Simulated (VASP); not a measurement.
A run of VASP 6.6.1:

The input INCAR:

```
SYSTEM = TePb
ALGO = Normal
EDIFF = 1E-6
ENCUT = 500
GGA = PS
GGA_COMPAT = .FALSE.
ISIF = 2
ISMEAR = -1
LASPH = .TRUE.
LCHARG = .FALSE.
LORBIT = 11
LORBMOM = .TRUE.
LREAL = .FALSE.
LSORBIT = .TRUE.
LWAVE = .FALSE.
MAGMOM = 0 0 0 0 0 0
NBANDS = 32
NELM = 200
PREC = Accurate
SIGMA = 0.05
```

File KPOINTS:

```
k-points
0
G
  7 7 7
  0 0 0
```

POSCAR

```
TePb
1.0
    0.0000000000      3.2735180337      3.2735180337
    3.2735180337      0.0000000000      3.2735180337
    3.2735180337      3.2735180337      0.0000000000
Pb Te
1 1
Direct
    0.0000000000      0.0000000000      0.0000000000
    0.5000000000      0.5000000000      0.5000000000
```

Potentials or basis: VASP PAW PBE potentials, release 64 (Pb_d, Te).

Launch:

```console
$ cat potpaw_PBE.64/Pb_d/POTCAR potpaw_PBE.64/Te/POTCAR > POTCAR
$ mpirun -np 1 vasp_ncl > vasp.out
```

Hardware: 1 thread of Intel(R) Xeon(R) 6975P-C (Granite Rapids), with other jobs on the host.

Q: How long does it take, and how much memory?

A: Run time: 49 s on 1 thread of Intel(R) Xeon(R) 6975P-C (Granite Rapids) (shared host), peak memory 0.4 GiB. Counts: scf iterations 12, k points 20.
